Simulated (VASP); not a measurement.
Wanted: the native input for a VASP 6.6.1 run.

- Task: single point
- Functional: PBE
- Potentials or basis: VASP PAW PBE potentials, release 64 (Ni)
- Cutoff: 520 eV
- k mesh: 16 × 16 × 16
- Occupations: gaussian, width 0.05 eV
- Spin: collinear spin, ferromagnetic start
- Starting moments: [0.7] μB
- Dipole correction: no
- Further INCAR settings: ALGO = Fast; EDIFF = 1e-07; NBANDS = 15

The structure of Ni lies in POSCAR:

```
Ni
1.0
    0.0000000000      1.7583437038      1.7583437038
    1.7583437038      0.0000000000      1.7583437038
    1.7583437038      1.7583437038      0.0000000000
Ni
1
Direct
    0.0000000000      0.0000000000      0.0000000000
```

These files were run (other wordings do the same):

INCAR

```
SYSTEM = Ni
PREC = Accurate ; ENCUT = 520
EDIFF = 1E-7 ; ISMEAR = 0
SIGMA = 0.05 ; LREAL = .FALSE.
LASPH = .TRUE. ; NELM = 150
ALGO = Fast ; ISIF = 2
LWAVE = .FALSE. ; LCHARG = .FALSE.
ISPIN = 2 ; MAGMOM = 0.7
LORBIT = 11 ; LMAXMIX = 4
GGA = PE ; NBANDS = 15
```

KPOINTS

```
regular mesh
0
G
  16 16 16
  0 0 0
```

Potentials or basis: VASP PAW PBE potentials, release 64 (Ni).

Launch:

```console
$ cat potpaw_PBE.64/Ni/POTCAR > POTCAR
$ mpirun -np 1 vasp_std > vasp.out
```

Results of the run:

| Property | Result |
| --- | --- |
| Pressure | 0.0 GPa |
| Net moment | 0.60 μB per cell |
| Site moments | Ni +0.61 μB |
| Valence electrons inside the program's atomic spheres | Ni 9.31 |

It took 100 s on 1 thread of Intel(R) Xeon(R) Platinum 8259CL CPU @ 2.50GHz (Skylake/Cascade Lake), on a shared host, peak memory 0.15 GiB.
